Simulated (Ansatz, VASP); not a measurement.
One calculation of W, two programs

```
W
1.0
    -1.61217    1.61217    1.61217
     3.22434   -3.22434    3.22434
     1.61217    1.61217   -1.61217
W
2
Direct
  0.00000 0.00000 0.00000
  0.00000 0.50000 0.00000
```

Alike in both runs: task single point; functional r2SCAN; k mesh 14 × 7 × 14; no spin polarisation.

```csv
,VASP,Ansatz
version,VASP 6.6.1,Ansatz 0.2.0
potentials or method,"VASP PAW PBE potentials, release 64 (W_sv), cutoff 520 eV",PAW plane waves
occupations,"fermi-dirac, width 0.1 eV",fermi-dirac
valence electrons in the cell,28,28
```

Ansatz gave:

- pressure (GPa): -14.8

Q: Which values does VASP return?

A: Pressure (GPa): -13.9.

VASP's potentials were made for PBE, not for r2SCAN.

Spin-orbit coupling is off throughout.
